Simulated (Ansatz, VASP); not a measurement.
# One calculation of AlIn2As3, two programs

File INCAR:

```
PREC = Accurate
ENCUT = 600
EDIFF = 1E-6
ISMEAR = 0
SIGMA = 0.1
LREAL = False
LASPH = True
NELM = 80
ALGO = Normal
ISIF = 3
LWAVE = False
LCHARG = False
GGA = PE
IBRION = 2
NSW = 90
EDIFFG = -0.04
```

Contents of KPOINTS:

```
regular mesh
0
Gamma
  6 6 1
```

POSCAR

```
AlIn2As3
1.0
    4.0156520000      0.0000000000      0.0000000000
   -2.0078260000      3.4776566400      0.0000000000
    0.0000000000      0.0000000000     19.7987818600
Al In As
2 4 6
Direct
    0.3333333300      0.6666666700      0.6668943300
    0.6666666700      0.3333333300      0.1668943300
    0.3333333300      0.6666666700      0.0002276700
    0.3333333300      0.6666666700      0.3335610000
    0.6666666700      0.3333333300      0.5002276700
    0.6666666700      0.3333333300      0.8335610000
    0.3333333300      0.6666666700      0.1251056700
    0.3333333300      0.6666666700      0.4584390000
    0.3333333300      0.6666666700      0.7917723400
    0.6666666700      0.3333333300      0.2917723400
    0.6666666700      0.3333333300      0.6251056700
    0.6666666700      0.3333333300      0.9584390000
```

Input for Ansatz:

```yaml
crystal:
  lattice:
    - [4.015652, 0.0, 0.0]
    - [-2.007826, 3.47765664, 0.0]
    - [0.0, 0.0, 19.79878186]
  atoms:
    - { symbol: Al, position: [0.33333333, 0.66666667, 0.66689433] }
    - { symbol: Al, position: [0.66666667, 0.33333333, 0.16689433] }
    - { symbol: In, position: [0.33333333, 0.66666667, 0.00022767] }
    - { symbol: In, position: [0.33333333, 0.66666667, 0.333561] }
    - { symbol: In, position: [0.66666667, 0.33333333, 0.50022767] }
    - { symbol: In, position: [0.66666667, 0.33333333, 0.833561] }
    - { symbol: As, position: [0.33333333, 0.66666667, 0.12510567] }
    - { symbol: As, position: [0.33333333, 0.66666667, 0.458439] }
    - { symbol: As, position: [0.33333333, 0.66666667, 0.79177234] }
    - { symbol: As, position: [0.66666667, 0.33333333, 0.29177234] }
    - { symbol: As, position: [0.66666667, 0.33333333, 0.62510567] }
    - { symbol: As, position: [0.66666667, 0.33333333, 0.958439] }
basis:
  ecutwfc: 420
kpoints:
  mp_grid: { grid: [6, 6, 1] }
hamiltonian:
  xc: pbe
scf:
  occupations: { method: gaussian, width: 0.1 }
  lower_state_search: "off"
output:
  forces: true
  stress: true
  eigenvalues: true
relax:
  adjacent_minimum: "off"
  f_tol: 0.04
  max_steps: 70
  cell: { stress_tol: 0.4 }
```

Alike in both runs: task relaxation of cell and atoms; functional PBE; k mesh 6 × 6 × 1; occupations gaussian, width 0.1 eV; no spin polarisation.

|  | VASP | Ansatz |
| --- | --- | --- |
| version | VASP 6.6.1 | Ansatz 0.2.0 |
| potentials or method | VASP PAW PBE potentials, release 64 (Al, In_d, As), cutoff 600 eV | scalar-relativistic, plane waves, PAW |
| valence electrons in the cell | 88 | 148 |

Ansatz gave:

- gap on the k mesh at the Fermi level, each at its own relaxed structure (eV): none
- relaxed volume (Å³/atom): 27.42
- relaxed cell length with the largest relative difference (Å): 4.252

Q: What did VASP give for the same quantities?

A: gap on the k mesh at the Fermi level, each at its own relaxed structure (eV): none; relaxed volume (Å³/atom): 27.45; relaxed cell length with the largest relative difference (Å): 4.253.

A gap of «none» marks a metal or a gap that the smearing closes. VASP's potentials hold 88 valence electrons a cell and Ansatz's 148, so a difference there can come from the potentials and not from the codes.

Noted on VASP's run: the volume moved by over 15 % at a fixed basis, so the end points are rough.
